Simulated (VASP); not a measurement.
# Zr: single point with PBE-based screened hybrid with 25 % exact exchange

Zr:

```
Zr
1.0
     3.21031    0.00000    0.00000
    -1.60515    2.78021    0.00000
     0.00000    0.00000    5.11246
Zr
2
Direct
  0.66667 0.33333 0.75000
  0.33333 0.66667 0.25000
```

```json
{
  "Program": "VASP 6.6.1",
  "Task": "single point",
  "Functional": "PBE-based screened hybrid with 25 % exact exchange",
  "Potentials or basis": "VASP PAW PBE potentials, release 64 (Zr_sv)",
  "Cutoff": "520 eV",
  "k mesh": "5 × 5 × 3",
  "Occupations": "fermi-dirac, width 0.05 eV",
  "Spin": "no spin polarisation",
  "Dipole correction": "no",
  "Grid for exact exchange (PRECFOCK)": "Normal",
  "Share of exact exchange": "0.25",
  "Further INCAR settings": "ALGO = Normal; EDIFF = 1e-06; NBANDS = 19",
  "Screening parameter": "0.3 1/Å"
}
```

* Pressure: 2.7 GPa
* Band gap on the k mesh: zero (bands 12 and 13 overlap by 1.29 eV)

Stress tensor (GPa, compression positive):
```
3.75 0.00 0.00
0.00 3.75 0.00
0.00 0.00 0.58
```

Levels at points of the mesh, in eV from the Fermi level:
```tsv
k point	band 10	band 11	band 12	band 13	band 14	band 15
(0.00, 0.00, 0.00)	-3.37	1.13	1.23	1.23	1.48	2.07
```

It took 7.7 min on 1 thread of Intel(R) Xeon(R) 6975P-C (Granite Rapids) (shared host), peak memory 0.26 GiB.

Caveat: the k points lie up to 0.45 Å⁻¹ apart, too coarse for converged energies and pressures of a metal; the PAW data sets were made with another functional, which shifts forces and pressure a little.
